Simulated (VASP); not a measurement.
A run of VASP 6.6.1:

The input INCAR:

```
PREC = Accurate
ENCUT = 520
EDIFF = 1E-7
ISMEAR = 0
SIGMA = 0.1
LREAL = F
LASPH = T
NELM = 100
ALGO = Normal
ISIF = 2
LWAVE = F
LCHARG = F
GGA = PE
NBANDS = 31
```

File KPOINTS:

```
Automatic mesh
0
Gamma
  4 4 4
```

POSCAR

```
Zr3Sb2
1.0
    4.7464155300      0.0000000000      0.0000000000
    0.0000000000      4.7464155300      0.0000000000
    0.0000000000      0.0000000000      4.7464155300
Zr Sb
3 2
Direct
    0.0000000000      0.5000000000      0.5000000000
    0.5000000000      0.0000000000      0.5000000000
    0.5000000000      0.5000000000      0.0000000000
    0.0000000000      0.0000000000      0.0000000000
    0.5000000000      0.5000000000      0.5000000000
```

Potentials or basis: VASP PAW PBE potentials, release 64 (Zr_sv, Sb).

Command:

```sh
$ cat potpaw_PBE.64/Zr_sv/POTCAR potpaw_PBE.64/Sb/POTCAR > POTCAR
$ mpirun -np 1 vasp_std > vasp.out
```

Hardware: 1 thread of AMD EPYC 7R43 64-Core Processor (Zen 3), with other jobs on the host.

Question: How long does it take, and how much memory?

Answer: Run time: 47 s on 1 thread of AMD EPYC 7R43 64-Core Processor (Zen 3) (shared host), peak memory 0.18 GiB. Counts: scf iterations 15, k points 10.
